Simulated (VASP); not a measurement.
Wanted: the native input for a VASP 6.6.1 run.

```
Task                   : single point
Functional             : LDA
Potentials or basis    : VASP PAW LDA potentials, release 64 (Ti_sv, Sb)
Cutoff                 : 520 eV
k mesh                 : 12 × 12 × 7
Occupations            : fermi-dirac, width 0.03 eV
Spin                   : no spin polarisation
Dipole correction      : no
Further INCAR settings : ALGO = Normal; EDIFF = 1e-06; NBANDS = 25
```

The structure of TiSb lies in POSCAR:

```
TiSb
1.0
    4.1304740752      0.0000000000      0.0000000000
   -2.0652370377      3.5770954788      0.0000000000
    0.0000000000      0.0000000000      6.3252144578
Ti Sb
2 2
Direct
    0.0000000000      0.0000000000      0.0000000000
    0.0000000000      0.0000000000      0.5000000000
    0.3333333333      0.6666666667      0.2500000000
    0.6666666667      0.3333333333      0.7500000000
```

One way to write it, as run:

INCAR

```
SYSTEM = TiSb
ALGO = Normal ; EDIFF = 1E-6
ENCUT = 520 ; ISIF = 2
ISMEAR = -1 ; LASPH = .TRUE.
LCHARG = .TRUE. ; LELF = .TRUE.
LREAL = .FALSE. ; LVHAR = .TRUE.
LWAVE = .FALSE. ; NBANDS = 25
NELM = 80 ; PREC = Accurate
SIGMA = 0.03
```

KPOINTS

```
k-points
0
G
  12 12 7
  0 0 0
```

Potentials or basis: VASP PAW LDA potentials, release 64 (Ti_sv, Sb).

Run with:

```bash
$ cat potpaw_LDA.64/Ti_sv/POTCAR potpaw_LDA.64/Sb/POTCAR > POTCAR
$ mpirun -np 1 vasp_std > vasp.out
```

Results of the run:

- Pressure: -9.5 GPa
- Band gap on the k mesh: zero (bands 17 and 18 overlap by 0.46 eV)

Caveat: the cell stands under tension; spin-orbit coupling is left out, which moves the levels of the heavy elements.

It took 2.6 min on 1 thread of AMD EPYC 7R43 64-Core Processor (Zen 3) (shared host), peak memory 0.25 GiB.
